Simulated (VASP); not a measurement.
# In2Sb3 (Pm-3m) in VASP: notebook

Runs on In2Sb3. Level: PBE. Tasks: single point, relaxation of cell and atoms.

Program: VASP 6.6.1. These are calculated values, not measurements. Logs are shortened: lines on timing, memory, paths and dates and some standing lists are left out, and cuts for length are marked.

## (1) The cell of the first run

The structure is cubic, space group Pm-3m (No. 221). The conventional cell has a = 5.679 Å, b = 5.679 Å, c = 5.679 Å, α = 90.00°, β = 90.00°, γ = 90.00°. Within 3.7 Å of In (site symmetry m-3m) lie 6 Sb at 2.84 Å. Within 5.3 Å of In (site symmetry m-3m) lie 12 Sb at 4.02 Å and 8 In at 4.92 Å. Sb (site symmetry 4/mmm) has 2 In at 2.84 Å within 3.7 Å.

## (2) Single point, PBE

Input file INCAR:

```
SYSTEM = In2Sb3
PREC = Accurate ; ENCUT = 520
EDIFF = 1E-6 ; ISMEAR = 0
SIGMA = 0.1 ; LREAL = .FALSE.
LASPH = .TRUE. ; NELM = 60
ALGO = Normal ; ISIF = 2
LWAVE = .FALSE. ; LCHARG = .FALSE.
GGA = PE ; NBANDS = 28
```

Input file KPOINTS:

```
regular mesh
0
G
  8 8 8
  0 0 0
```

Input file POSCAR:

```
In2Sb3
1.0
    5.6785256147      0.0000000000      0.0000000000
    0.0000000000      5.6785256147      0.0000000000
    0.0000000000      0.0000000000      5.6785256147
In Sb
2 3
Direct
    0.0000000000      0.0000000000      0.0000000000
    0.5000000000      0.5000000000      0.5000000000
    0.5000000000      0.0000000000      0.0000000000
    0.0000000000      0.5000000000      0.0000000000
    0.0000000000      0.0000000000      0.5000000000
```

Potentials or basis: VASP PAW PBE potentials, release 64 (In_d, Sb).

Command:

```sh
$ cat potpaw_PBE.64/In_d/POTCAR potpaw_PBE.64/Sb/POTCAR > POTCAR
$ mpirun -np 1 vasp_std > vasp.out
```

OUTCAR:

```text
SYSTEM = In2Sb3
   PREC = Accurate
   ENCUT = 520
   EDIFF = 1E-6
   ISMEAR = 0
   LREAL = .FALSE.
   LASPH = .TRUE.
   NELM = 60
   ISIF = 2
   GGA = PE

 ion  position               nearest neighbor table
   1  0.000  0.000  0.000-   3 2.84   4 2.84   5 2.84   5 2.84   4 2.84   3 2.84
   2  0.500  0.500  0.500-
   3  0.500  0.000  0.000-   1 2.84   1 2.84
   4  0.000  0.500  0.000-   1 2.84   1 2.84
   5  0.000  0.000  0.500-   1 2.84   1 2.84

  LATTYP: Found a simple cubic cell.
 ALAT       =     5.6785256147

  Lattice vectors:

 A1 = (   5.6785256147,   0.0000000000,   0.0000000000)
 A2 = (   0.0000000000,   5.6785256147,   0.0000000000)
 A3 = (   0.0000000000,   0.0000000000,   5.6785256147)

Analysis of symmetry for initial positions (statically):
=====================================================================
 Subroutine PRICEL returns:
 Original cell was already a primitive cell.

 Routine SETGRP: Setting up the symmetry group for a
 simple cubic supercell.

 Subroutine GETGRP returns: Found 48 space group operations
 (whereof 48 operations were pure point group operations)
 out of a pool of 48 trial point group operations.

The static configuration has the point symmetry O_h .

Analysis of symmetry for dynamics (positions and initial velocities):
=====================================================================
 Subroutine PRICEL returns:
 Original cell was already a primitive cell.

 Routine SETGRP: Setting up the symmetry group for a
 simple cubic supercell.

 Subroutine GETGRP returns: Found 48 space group operations
 (whereof 48 operations were pure point group operations)
 out of a pool of 48 trial point group operations.

The dynamic configuration has the point symmetry O_h .

 Subroutine INISYM returns: Found 48 space group operations
 (whereof 48 operations are pure point group operations),
 and found     1 'primitive' translations

----------------------------------------------------------------------------------------

                                     Primitive cell

  volume of cell :     183.1078

  direct lattice vectors                    reciprocal lattice vectors
     5.678525615  0.000000000  0.000000000     0.176102050  0.000000000  0.000000000
     0.000000000  5.678525615  0.000000000     0.000000000  0.176102050  0.000000000
     0.000000000  0.000000000  5.678525615     0.000000000  0.000000000  0.176102050

  length of vectors
     5.678525615  5.678525615  5.678525615     0.176102050  0.176102050  0.176102050

  position of ions in fractional coordinates (direct lattice)
     0.000000000  0.000000000  0.000000000
     0.500000000  0.500000000  0.500000000
     0.500000000  0.000000000  0.000000000
     0.000000000  0.500000000  0.000000000
     0.000000000  0.000000000  0.500000000

  ion indices of the primitive-cell ions
   primitive index   ion index
                 1           1
                 2           2
                 3           3
                 4           4
                 5           5

----------------------------------------------------------------------------------------

 KPOINTS: regular mesh

Automatic generation of k-mesh.
 Grid dimensions read from file:
 generate k-points for:    8    8    8

 Generating k-lattice:

  Cartesian coordinates                     Fractional coordinates (reciprocal lattice)
     0.022012756  0.000000000  0.000000000     0.125000000  0.000000000  0.000000000
     0.000000000  0.022012756  0.000000000     0.000000000  0.125000000  0.000000000
     0.000000000  0.000000000  0.022012756     0.000000000  0.000000000  0.125000000

  Length of vectors
     0.022012756  0.022012756  0.022012756

  Shift w.r.t. Gamma in fractional coordinates (k-lattice)
     0.000000000  0.000000000  0.000000000

 Subroutine IBZKPT returns following result:
 ===========================================

 Found     35 irreducible k-points:

 Following reciprocal coordinates:
            Coordinates               Weight
  0.000000  0.000000  0.000000      1.000000
  0.125000  0.000000  0.000000      6.000000
  0.250000  0.000000  0.000000      6.000000
  0.375000  0.000000  0.000000      6.000000
  0.500000  0.000000  0.000000      3.000000
  0.125000  0.125000  0.000000     12.000000
[... 16 lines left out ...]
  0.375000  0.375000  0.125000     24.000000
  0.500000  0.375000  0.125000     24.000000
 [... further k-points ...]
   k-points           NKPTS =     35   k-points in BZ     NKDIM =     35   number of bands    NBANDS=     28
   number of dos      NEDOS =    301   number of ions     NIONS =      5
   total plane-waves  NPLWV =  74088
   dimension x,y,z NGX =    42 NGY =   42 NGZ =   42
   dimension x,y,z NGXF=    84 NGYF=   84 NGZF=   84
   ions per type =               2   3
   NGX,Y,Z   is equivalent  to a cutoff of  12.30, 12.30, 12.30 a.u.
   NGXF,Y,Z  is equivalent  to a cutoff of  24.59, 24.59, 24.59 a.u.
 SYSTEM =  In2Sb3
   PREC   = accura    normal or accurate (medium, high low for compatibility)
   ISTART =      0    job   : 0-new  1-cont  2-samecut
   ICHARG =      2    charge: 1-file 2-atom 10-const
   ISPIN  =      1    spin polarized calculation?
   LNONCOLLINEAR =      F non collinear calculations
   LSORBIT =      F    spin-orbit coupling
   LASPH  =      T    aspherical Exc in radial PAW
   ENCUT  =  520.0 eV  38.22 Ry    6.18 a.u.  10.56 10.56 10.56*2*pi/ulx,y,z
   NELM   =     60;   NELMIN=  2; NELMDL= -5     # of ELM steps
   EDIFF  = 0.1E-05   stopping-criterion for ELM
   LREAL  =      F    real-space projection
   EDIFFG = 0.1E-04   stopping-criterion for IOM
   NSW    =      0    number of steps for IOM
   IBRION =     -1    ionic relax: 0-MD 1-quasi-New 2-CG
   NFREE  =      0    steps in history (QN), initial steepest desc. (CG)
   ISIF   =      2    stress and relaxation
   ISYM   =      2    0-nonsym 1-usesym 2-fastsym
   POTIM  = 0.5000    time-step for ionic-motion
   TEBEG  =    0.0;   TEEND  =   0.0 temperature during run
   PSTRESS=    0.0 pullay stress
   NELECT =      41.0000    total number of electrons
   NUPDOWN=      -1.0000    fix difference up-down
   EMIN   =  10.00;   EMAX   =-10.00  energy-range for DOS
   EFERMI =   0.00;   METHOD = LEGACY
   ISMEAR =     0;   SIGMA  =   0.10  broadening in eV -4-tet -1-fermi 0-gaus
   EFERMI_NEDOS =   21; number of points for ismear=-14 and -15
   IALGO  =     38    algorithm
   IMIX   =      4    mixing-type and parameters
     AMIX     =   0.40;   BMIX     =  1.00
     AMIX_MAG =   1.60;   BMIX_MAG =  1.00
  volume/ion in A,a.u.               =      36.62       247.13
  Fermi-wavevector in a.u.,A,eV,Ry     =   0.994109  1.878593 13.445985  0.988252
  Thomas-Fermi vector in A             =   2.126037
   LORBIT       =      0    0 simple, 1 ext, 2 COOP (PROOUT), +10 PAW based schemes
   GGA     = PE    functional components
   LHFCALC =     F    Hartree Fock is set to
   AEXX    =    0.0000 exact exchange contribution
   IVDW    =     0    specifies the selected vdW correction
   LEPSILON=     F    determine dielectric tensor
   LRPA    =     F    only Hartree local field effects (RPA)
 non-spin polarized calculation
 Gauss-broadening in eV      SIGMA  =   0.10
  energy-cutoff  :      520.00
  volume of cell :      183.11
 maximum number of plane-waves:      4956
   NGX = 21   NGY = 21   NGZ = 21

 number of electron      40.9999978 magnetization

 Free energy of the ion-electron system (eV)
  ---------------------------------------------------
  ext. energy  EPLUGINS =         0.00000000
  ---------------------------------------------------
  free energy    TOTEN  =       -14.41876550 eV

  energy without entropy =      -14.39075331  energy(sigma->0) =      -14.40475941

 E-fermi :   4.4356     XC(G=0):  -8.6825

 val. band max:        4.4166921947   @ k =   0.1250   0.1250   0.0000
 cond. band min:       4.4425704797   @ k =   0.5000   0.1250   0.0000
 fundamental gap:      0.0258782849
 Fermi energy:         4.4355588074

 k-point     1 :       0.0000    0.0000    0.0000
  band No.  band energies     occupation
      1     -10.3325      2.00000
      2     -10.3325      2.00000
      3     -10.1342      2.00000
      4     -10.1342      2.00000
      5     -10.1342      2.00000
      6      -9.7904      2.00000
[... 20 lines left out ...]
     27       8.4977      0.00000
     28       8.8719      0.00000

 k-point     2 :       0.1250    0.0000    0.0000
  band No.  band energies     occupation
      1     -10.3325      2.00000
      2     -10.3294      2.00000
      3     -10.1348      2.00000
      4     -10.1348      2.00000
      5     -10.1342      2.00000
      6      -9.7904      2.00000
[... 20 lines left out ...]
     27       8.2982      0.00000
     28       9.0945      0.00000

 k-point     3 :       0.2500    0.0000    0.0000
  band No.  band energies     occupation
      1     -10.3323      2.00000
      2     -10.3220      2.00000
      3     -10.1364      2.00000
      4     -10.1364      2.00000
      5     -10.1341      2.00000
      6      -9.7903      2.00000
[... 20 lines left out ...]
     27       7.9400      0.00000
     28       9.2474      0.00000

 k-point     4 :       0.3750    0.0000    0.0000
  band No.  band energies     occupation
      1     -10.3322      2.00000
      2     -10.3146      2.00000
      3     -10.1380      2.00000
      4     -10.1380      2.00000
      5     -10.1341      2.00000
      6      -9.7906      2.00000
[... 578 lines left out ...]
     27       8.1568      0.00000
     28       8.9367      0.00000

 k-point    23 :       0.3750    0.3750    0.1250
  band No.  band energies     occupation
      1     -10.3205      2.00000
      2     -10.3043      2.00000
      3     -10.1420      2.00000
      4     -10.1388      2.00000
      5     -10.1387      2.00000
      6      -9.7917      2.00000
[... 20 lines left out ...]
     27       8.0448      0.00000
     28       9.6555      0.00000

 k-point    24 :       0.5000    0.3750    0.1250
  band No.  band energies     occupation
      1     -10.3198      2.00000
      2     -10.3016      2.00000
      3     -10.1427      2.00000
      4     -10.1394      2.00000
      5     -10.1388      2.00000
      6      -9.7919      2.00000
[... 20 lines left out ...]
     27       8.4795      0.00000
     28       8.9067      0.00000

 [... further k-points ...]

------------------------ aborting loop because EDIFF is reached ----------------------------------------

  FORCE on cell =-STRESS in cart. coord.  units (eV):
  Direction    XX          YY          ZZ          XY          YZ          ZX
  --------------------------------------------------------------------------------------
  -------------------------------------------------------------------------------------
  Total       -0.0302777     -0.0302777     -0.0302777     -0.0000000      0.0000000     -0.0000000
  in kB       -0.2649275     -0.2649275     -0.2649275     -0.0000000      0.0000000     -0.0000000
  external PRESSURE =      -0.2649275 kB  Pullay stress =       0.0000000 kB

 VOLUME and BASIS-vectors are now :
 -----------------------------------------------------------------------------
  energy-cutoff  :      520.00
  volume of cell :      183.11
      direct lattice vectors                 reciprocal lattice vectors
     5.678525615  0.000000000  0.000000000     0.176102050  0.000000000  0.000000000
     0.000000000  5.678525615  0.000000000     0.000000000  0.176102050  0.000000000
     0.000000000  0.000000000  5.678525615     0.000000000  0.000000000  0.176102050

 POSITION                                       TOTAL-FORCE (eV/Angst)
 -----------------------------------------------------------------------------------
      0.00000      0.00000      0.00000         0.000000      0.000000      0.000000
      2.83926      2.83926      2.83926         0.000000      0.000000      0.000000
      2.83926      0.00000      0.00000         0.000000      0.000000      0.000000
      0.00000      2.83926      0.00000         0.000000      0.000000      0.000000
      0.00000      0.00000      2.83926         0.000000      0.000000      0.000000
 -----------------------------------------------------------------------------------
    total drift:                                0.000000      0.000000     -0.000000

  FREE ENERGIE OF THE ION-ELECTRON SYSTEM (eV)
  ---------------------------------------------------
  free  energy   TOTEN  =       -14.4187655017 eV

  energy  without entropy=      -14.3907533101  energy(sigma->0) =      -14.40475941
```

Run time: 58 s. Hardware: 1 thread of Intel Xeon 6975P-C (Granite Rapids), shared host; peak memory 0.35 GiB.

Results:

| Property | Result |
| --- | --- |
| Free energy | -14.4188 eV |
| Pressure | 0.0 GPa |

Levels at points of the mesh, in eV from the Fermi level:
```tsv
k point	band 16	band 17	band 18	band 19	band 20	band 21	band 22	band 23	band 24	band 25
(0.00, 0.00, 0.00)	-3.74	-3.74	-1.43	0.07	0.07	0.07	0.13	0.13	0.13	4.06
(0.50, 0.00, 0.00)	-3.35	-3.35	-1.03	-1.03	-0.48	-0.07	0.40	0.40	1.41	3.06
(0.50, 0.50, 0.00)	-2.97	-1.21	-1.21	-1.01	-0.65	-0.65	0.98	1.65	1.67	2.73
(0.50, 0.50, 0.50)	-2.72	-2.72	-2.72	1.03	1.03	1.69	1.69	1.69	3.25	3.25
```

Caveat: spin-orbit coupling is left out, which moves the levels of the heavy elements.

(Part 1 of 2 ends here.)
